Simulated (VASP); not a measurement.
# Ga (Pm-3m) in VASP: a series of runs

Ga is run at these levels: r2SCAN; tasks: single point.

All numbers are computed with VASP 6.6.1; they aren't measurements. Logs are shortened: lines on timing, memory, paths and dates and some standing lists are left out, and cuts for length are marked.

**1. The cell of the first run**

It takes space group Pm-3m (No. 221, cubic). Conventional cell: a = 2.706 Å, b = 2.706 Å, c = 2.706 Å, α = 90.00°, β = 90.00°, γ = 90.00°. Ga (site symmetry m-3m) has 6 Ga at 2.71 Å within 3.6 Å.

This isn't the form of Ga at room conditions, which is orthorhombic.

**2. Single point, r2SCAN (19.81 Å³/atom)**

Contents of POSCAR:

```
Ga
1.0
    2.7057638448      0.0000000000      0.0000000000
    0.0000000000      2.7057638448      0.0000000000
    0.0000000000      0.0000000000      2.7057638448
Ga
1
Direct
    0.0000000000      0.0000000000      0.0000000000
```

Contents of INCAR.step1:

```
SYSTEM = Ga
PREC = Accurate ; ENCUT = 520
ISMEAR = -1 ; SIGMA = 0.1
LREAL = .FALSE. ; LASPH = .TRUE.
NELM = 60 ; NBANDS = 12
GGA = PE ; ALGO = Normal
EDIFF = 1E-4 ; LWAVE = .TRUE.
LCHARG = .FALSE.
```

Contents of INCAR.step2:

```
SYSTEM = Ga
PREC = Accurate ; ENCUT = 520
EDIFF = 1E-6 ; ISMEAR = -1
SIGMA = 0.1 ; LREAL = .FALSE.
LASPH = .TRUE. ; NELM = 60
ALGO = Normal ; ISIF = 2
LWAVE = .FALSE. ; LCHARG = .TRUE.
METAGGA = R2SCAN ; LMIXTAU = .TRUE.
LELF = .TRUE. ; LVHAR = .TRUE.
NBANDS = 12 ; ISTART = 1
```

Contents of KPOINTS:

```
regular mesh
0
G
  13 13 13
  0 0 0
```

Potentials or basis: VASP PAW PBE potentials, release 64 (Ga_d).

Command:

```bash
$ cat potpaw_PBE.64/Ga_d/POTCAR > POTCAR
$ cp INCAR.step1 INCAR
$ mpirun -np 1 vasp_std > vasp.out
$ cp INCAR.step2 INCAR
$ mpirun -np 1 vasp_std > vasp.out
```

OUTCAR:

```text
SYSTEM = Ga
   PREC = Accurate
   ENCUT = 520
   EDIFF = 1E-6
   ISMEAR = -1
   LREAL = .FALSE.
   LASPH = .TRUE.
   NELM = 60
   ISIF = 2
   METAGGA = R2SCAN
   ISTART = 1

 ion  position               nearest neighbor table
   1  0.000  0.000  0.000-

  LATTYP: Found a simple cubic cell.
 ALAT       =     2.7057638448

  Lattice vectors:

 A1 = (   2.7057638448,   0.0000000000,   0.0000000000)
 A2 = (   0.0000000000,   2.7057638448,   0.0000000000)
 A3 = (   0.0000000000,   0.0000000000,   2.7057638448)

Analysis of symmetry for initial positions (statically):
=====================================================================
 Subroutine PRICEL returns:
 Original cell was already a primitive cell.

 Routine SETGRP: Setting up the symmetry group for a
 simple cubic supercell.

 Subroutine GETGRP returns: Found 48 space group operations
 (whereof 48 operations were pure point group operations)
 out of a pool of 48 trial point group operations.

The static configuration has the point symmetry O_h .

Analysis of symmetry for dynamics (positions and initial velocities):
=====================================================================
 Subroutine PRICEL returns:
 Original cell was already a primitive cell.

 Routine SETGRP: Setting up the symmetry group for a
 simple cubic supercell.

 Subroutine GETGRP returns: Found 48 space group operations
 (whereof 48 operations were pure point group operations)
 out of a pool of 48 trial point group operations.

The dynamic configuration has the point symmetry O_h .

 Subroutine INISYM returns: Found 48 space group operations
 (whereof 48 operations are pure point group operations),
 and found     1 'primitive' translations

----------------------------------------------------------------------------------------

                                     Primitive cell

  volume of cell :      19.8093

  direct lattice vectors                    reciprocal lattice vectors
     2.705763845  0.000000000  0.000000000     0.369581404  0.000000000  0.000000000
     0.000000000  2.705763845  0.000000000     0.000000000  0.369581404  0.000000000
     0.000000000  0.000000000  2.705763845     0.000000000  0.000000000  0.369581404

  length of vectors
     2.705763845  2.705763845  2.705763845     0.369581404  0.369581404  0.369581404

  position of ions in fractional coordinates (direct lattice)
     0.000000000  0.000000000  0.000000000

  ion indices of the primitive-cell ions
   primitive index   ion index
                 1           1

----------------------------------------------------------------------------------------

 KPOINTS: regular mesh

Automatic generation of k-mesh.
 Grid dimensions read from file:
 generate k-points for:   13   13   13

 Generating k-lattice:

  Cartesian coordinates                     Fractional coordinates (reciprocal lattice)
     0.028429339  0.000000000  0.000000000     0.076923077  0.000000000  0.000000000
     0.000000000  0.028429339  0.000000000     0.000000000  0.076923077  0.000000000
     0.000000000  0.000000000  0.028429339     0.000000000  0.000000000  0.076923077

  Length of vectors
     0.028429339  0.028429339  0.028429339

  Shift w.r.t. Gamma in fractional coordinates (k-lattice)
     0.000000000  0.000000000  0.000000000

 Subroutine IBZKPT returns following result:
 ===========================================

 Found     84 irreducible k-points:

 Following reciprocal coordinates:
            Coordinates               Weight
  0.000000  0.000000  0.000000      1.000000
  0.076923  0.000000  0.000000      6.000000
  0.153846  0.000000  0.000000      6.000000
  0.230769  0.000000  0.000000      6.000000
  0.307692  0.000000  0.000000      6.000000
  0.384615  0.000000  0.000000      6.000000
[... 16 lines left out ...]
  0.307692  0.307692  0.000000     12.000000
  0.384615  0.307692  0.000000     24.000000
 [... further k-points ...]
   k-points           NKPTS =     84   k-points in BZ     NKDIM =     84   number of bands    NBANDS=     12
   number of dos      NEDOS =    301   number of ions     NIONS =      1
   total plane-waves  NPLWV =   8000
   dimension x,y,z NGX =    20 NGY =   20 NGZ =   20
   dimension x,y,z NGXF=    40 NGYF=   40 NGZF=   40
   ions per type =               1
   NGX,Y,Z   is equivalent  to a cutoff of  12.29, 12.29, 12.29 a.u.
   NGXF,Y,Z  is equivalent  to a cutoff of  24.58, 24.58, 24.58 a.u.
 SYSTEM =  Ga
   PREC   = accura    normal or accurate (medium, high low for compatibility)
   ISTART =      1    job   : 0-new  1-cont  2-samecut
   ICHARG =      0    charge: 1-file 2-atom 10-const
   ISPIN  =      1    spin polarized calculation?
   LNONCOLLINEAR =      F non collinear calculations
   LSORBIT =      F    spin-orbit coupling
   LASPH  =      T    aspherical Exc in radial PAW
   ENCUT  =  520.0 eV  38.22 Ry    6.18 a.u.   5.03  5.03  5.03*2*pi/ulx,y,z
   NELM   =     60;   NELMIN=  2; NELMDL=  0     # of ELM steps
   EDIFF  = 0.1E-05   stopping-criterion for ELM
   LREAL  =      F    real-space projection
   EDIFFG = 0.1E-04   stopping-criterion for IOM
   NSW    =      0    number of steps for IOM
   IBRION =     -1    ionic relax: 0-MD 1-quasi-New 2-CG
   NFREE  =      0    steps in history (QN), initial steepest desc. (CG)
   ISIF   =      2    stress and relaxation
   ISYM   =      2    0-nonsym 1-usesym 2-fastsym
   POTIM  = 0.5000    time-step for ionic-motion
   TEBEG  =    0.0;   TEEND  =   0.0 temperature during run
   PSTRESS=    0.0 pullay stress
   NELECT =      13.0000    total number of electrons
   NUPDOWN=      -1.0000    fix difference up-down
   EMIN   =  10.00;   EMAX   =-10.00  energy-range for DOS
   EFERMI =   0.00;   METHOD = LEGACY
   ISMEAR =    -1;   SIGMA  =   0.10  broadening in eV -4-tet -1-fermi 0-gaus
   EFERMI_NEDOS =   21; number of points for ismear=-14 and -15
   IALGO  =     38    algorithm
   IMIX   =      4    mixing-type and parameters
     AMIX     =   0.40;   BMIX     =  1.00
     AMIX_MAG =   1.60;   BMIX_MAG =  1.00
  volume/ion in A,a.u.               =      19.81       133.68
  Fermi-wavevector in a.u.,A,eV,Ry     =   1.422654  2.688427 27.537448  2.023945
  Thomas-Fermi vector in A             =   2.543335
   LORBIT       =      0    0 simple, 1 ext, 2 COOP (PROOUT), +10 PAW based schemes
   METAGGA = R2SCAN    functional components
   LHFCALC =     F    Hartree Fock is set to
   AEXX    =    0.0000 exact exchange contribution
   IVDW    =     0    specifies the selected vdW correction
   LEPSILON=     F    determine dielectric tensor
   LRPA    =     F    only Hartree local field effects (RPA)
 non-spin polarized calculation
  energy-cutoff  :      520.00
  volume of cell :       19.81
 maximum number of plane-waves:       543
   NGX = 11   NGY = 11   NGZ = 11

 number of electron      13.0000024 magnetization

 Free energy of the ion-electron system (eV)
  ---------------------------------------------------
  ext. energy  EPLUGINS =         0.00000000
  ---------------------------------------------------
  free energy    TOTEN  =       -11.29867014 eV

  energy without entropy =      -11.28097822  energy(sigma->0) =      -11.28982418

 E-fermi :   4.7159     XC(G=0): -11.7143

 val. band max:        4.6782852203   @ k =   0.4615   0.4615   0.0000
 cond. band min:       4.7187943308   @ k =   0.3077   0.0769   0.0000
 fundamental gap:      0.0405091105
 Fermi energy:         4.7159249802

 k-point     1 :       0.0000    0.0000    0.0000
  band No.  band energies     occupation
      1     -10.9181      2.00000
      2     -10.9181      2.00000
      3     -10.3622      2.00000
      4     -10.3622      2.00000
      5     -10.3622      2.00000
      6      -6.4348      2.00000
      7      14.2770      0.00000
      8      14.2770      0.00000
      9      14.2770      0.00000
     10      17.1668      0.00000
     11      17.1668      0.00000
     12      20.5807      0.00000

 k-point     2 :       0.0769    0.0000    0.0000
  band No.  band energies     occupation
      1     -10.9156      2.00000
      2     -10.8968      2.00000
      3     -10.3711      2.00000
      4     -10.3711      2.00000
      5     -10.3615      2.00000
      6      -6.3074      2.00000
      7      12.4072      0.00000
      8      14.4104      0.00000
      9      14.4104      0.00000
     10      17.2748      0.00000
     11      18.5744      0.00000
     12      21.3506      0.00000

 k-point     3 :       0.1538    0.0000    0.0000
  band No.  band energies     occupation
      1     -10.9086      2.00000
      2     -10.8392      2.00000
      3     -10.3954      2.00000
      4     -10.3954      2.00000
      5     -10.3595      2.00000
      6      -5.9229      2.00000
      7       9.6752      0.00000
      8      14.8039      0.00000
      9      14.8039      0.00000
     10      17.5986      0.00000
     11      19.5885      0.00000
     12      23.9719      0.00000
[... 286 lines left out ...]
 k-point    23 :       0.3077    0.3077    0.0000
  band No.  band energies     occupation
      1     -10.7740      2.00000
      2     -10.6262      2.00000
      3     -10.4742      2.00000
      4     -10.4552      2.00000
      5     -10.4499      2.00000
      6      -2.3589      2.00000
      7       5.8203      0.00003
      8       7.3632      0.00000
      9      15.8963      0.00000
     10      18.2687      0.00000
     11      21.9251      0.00000
     12      28.1821      0.00000

 k-point    24 :       0.3846    0.3077    0.0000
  band No.  band energies     occupation
      1     -10.7575      2.00000
      2     -10.6706      2.00000
      3     -10.4810      2.00000
      4     -10.4486      2.00000
      5     -10.4004      2.00000
      6      -1.2537      2.00000
      7       4.2438      1.98235
      8       7.7473      0.00000
      9      13.9975      0.00000
     10      19.1927      0.00000
     11      22.8928      0.00000
     12      26.7280      0.00000

 [... further k-points ...]

------------------------ aborting loop because EDIFF is reached ----------------------------------------

  FORCE on cell =-STRESS in cart. coord.  units (eV):
  Direction    XX          YY          ZZ          XY          YZ          ZX
  --------------------------------------------------------------------------------------
  -------------------------------------------------------------------------------------
  Total       -0.2221773     -0.2221773     -0.2221773     -0.0000000     -0.0000000      0.0000000
  in kB      -17.9696870    -17.9696870    -17.9696870     -0.0000000     -0.0000000      0.0000000
  external PRESSURE =     -17.9696870 kB  Pullay stress =       0.0000000 kB

 VOLUME and BASIS-vectors are now :
 -----------------------------------------------------------------------------
  energy-cutoff  :      520.00
  volume of cell :       19.81
      direct lattice vectors                 reciprocal lattice vectors
     2.705763845  0.000000000  0.000000000     0.369581404  0.000000000  0.000000000
     0.000000000  2.705763845  0.000000000     0.000000000  0.369581404  0.000000000
     0.000000000  0.000000000  2.705763845     0.000000000  0.000000000  0.369581404

 POSITION                                       TOTAL-FORCE (eV/Angst)
 -----------------------------------------------------------------------------------
      0.00000      0.00000      0.00000         0.000000      0.000000      0.000000
 -----------------------------------------------------------------------------------
    total drift:                               -0.000000     -0.000000     -0.000000

  FREE ENERGIE OF THE ION-ELECTRON SYSTEM (eV)
  ---------------------------------------------------
  free  energy   TOTEN  =       -11.2986701448 eV

  energy  without entropy=      -11.2809782219  energy(sigma->0) =      -11.28982418
```

Run time: 74 s. Hardware: 1 thread of AMD EPYC 7R13, shared host; peak memory 0.11 GiB.

What came out:

```yaml
Free_energy: -11.2987 eV
Pressure: -1.8 GPa
Band_gap_on_the_k_mesh: zero (an odd number of electrons rules out a gap without spin polarisation)
```

Caveat: the PAW data sets were made with another functional, which shifts forces and pressure a little.

**3. Single point, r2SCAN (20.57 Å³/atom)**

This run uses another cell than the first one, of 20.57 Å³/atom.

Contents of POSCAR:

```
Ga
1.0
    2.7400176563      0.0000000000      0.0000000000
    0.0000000000      2.7400176563      0.0000000000
    0.0000000000      0.0000000000      2.7400176563
Ga
1
Direct
    0.0000000000      0.0000000000      0.0000000000
```

Contents of INCAR.step1:

```
ALGO = Normal
EDIFF = 1E-4
ENCUT = 520
GGA = PE
ISMEAR = -1
LASPH = True
LCHARG = False
LREAL = False
LWAVE = True
NBANDS = 12
NELM = 80
PREC = Accurate
SIGMA = 0.1
```

Contents of INCAR.step2:

```
ALGO = Normal
EDIFF = 1E-7
ENCUT = 520
ISIF = 2
ISMEAR = -1
ISTART = 1
LASPH = True
LCHARG = False
LMIXTAU = True
LREAL = False
LWAVE = False
METAGGA = R2SCAN
NBANDS = 12
NELM = 80
PREC = Accurate
SIGMA = 0.1
```

Contents of KPOINTS:

```
k-points
0
Gamma
  13 13 13
```

Potentials or basis: VASP PAW PBE potentials, release 64 (Ga_d).

Command:

```bash
$ cat potpaw_PBE.64/Ga_d/POTCAR > POTCAR
$ cp INCAR.step1 INCAR
$ mpirun -np 1 vasp_std > vasp.out
$ cp INCAR.step2 INCAR
$ mpirun -np 1 vasp_std > vasp.out
```

Run time: 75 s. Hardware: 1 thread of AMD EPYC 7R13, shared host; peak memory 0.11 GiB.

The run converged. Its results:

| Item | Value |
| --- | --- |
| Free energy | -11.2862 eV |
| Pressure | -3.3 GPa |
| Band gap on the k mesh | zero (an odd number of electrons rules out a gap without spin polarisation) |

Levels at points of the mesh, in eV from the Fermi level:
```
           k point  band 2  band 3  band 4  band 5  band 6  band 7  band 8  band 9  band 10  band 11
(0.00, 0.00, 0.00)  -15.59  -15.08  -15.08  -15.08  -10.89    9.28    9.28    9.28    12.20    12.20
```

Caveat: the cell stands under tension; the PAW data sets were made with another functional, which shifts forces and pressure a little.

**4. Single point, r2SCAN (21.33 Å³/atom)**

This run uses another cell than the first one, of 21.33 Å³/atom.

Contents of POSCAR:

```
Ga
1.0
    2.7734357993      0.0000000000      0.0000000000
    0.0000000000      2.7734357993      0.0000000000
    0.0000000000      0.0000000000      2.7734357993
Ga
1
Direct
    0.0000000000      0.0000000000      0.0000000000
```

Contents of INCAR.step1:

```
PREC = Accurate ; ENCUT = 520
ISMEAR = -1 ; SIGMA = 0.1
LREAL = F ; LASPH = T
NELM = 60 ; NBANDS = 12
GGA = PE ; ALGO = Normal
EDIFF = 1E-4 ; LWAVE = T
LCHARG = F
```

Contents of INCAR.step2:

```
PREC = Accurate ; ENCUT = 520
EDIFF = 1E-6 ; ISMEAR = -1
SIGMA = 0.1 ; LREAL = F
LASPH = T ; NELM = 60
ALGO = Normal ; ISIF = 2
LWAVE = F ; LCHARG = F
METAGGA = R2SCAN ; LMIXTAU = T
NBANDS = 12 ; ISTART = 1
```

Contents of KPOINTS:

```
regular mesh
0
Gamma
  13 13 13
```

Command:

```bash
$ cat potpaw_PBE.64/Ga_d/POTCAR > POTCAR
$ cp INCAR.step1 INCAR
$ mpirun -np 1 vasp_std > vasp.out
$ cp INCAR.step2 INCAR
$ mpirun -np 1 vasp_std > vasp.out
```

It took 1.9 min on 1 thread of AMD EPYC 7R13, shared host; peak memory 0.12 GiB.

It converged, with:

```yaml
Free_energy: -11.2671 eV
Pressure: -4.8 GPa
Band_gap_on_the_k_mesh: zero (an odd number of electrons rules out a gap without spin polarisation)
```

Levels at points of the mesh, in eV from the Fermi level:
```csv
k point,band 2,band 3,band 4,band 5,band 6,band 7,band 8,band 9,band 10,band 11
"(0.00, 0.00, 0.00)",-15.56,-15.09,-15.09,-15.09,-10.66,9.02,9.02,9.02,11.97,11.97
```

Caveat: the cell stands under tension; the PAW data sets were made with another functional, which shifts forces and pressure a little.

**5. The runs side by side**

| cell | gap on the mesh (eV) | pressure (GPa) |
| --- | --- | --- |
| a = 2.706 Å, 1 atom | none | -1.8 |
| a = 2.740 Å, 1 atom | none | -3.3 |
| a = 2.773 Å, 1 atom | none | -4.8 |

Alike in all rows: task single point; level r2SCAN; potentials or basis VASP PAW PBE potentials, release 64 (Ga_d); no spin polarisation; k mesh 13 × 13 × 13; cutoff (eV) 520; smearing fermi-dirac 0.1 eV.

Caveats: the PAW data sets were made with another functional, which shifts forces and pressure a little; the cell stands under tension (at least some runs).

Absolute energies hang on the potentials; compare differences alone.
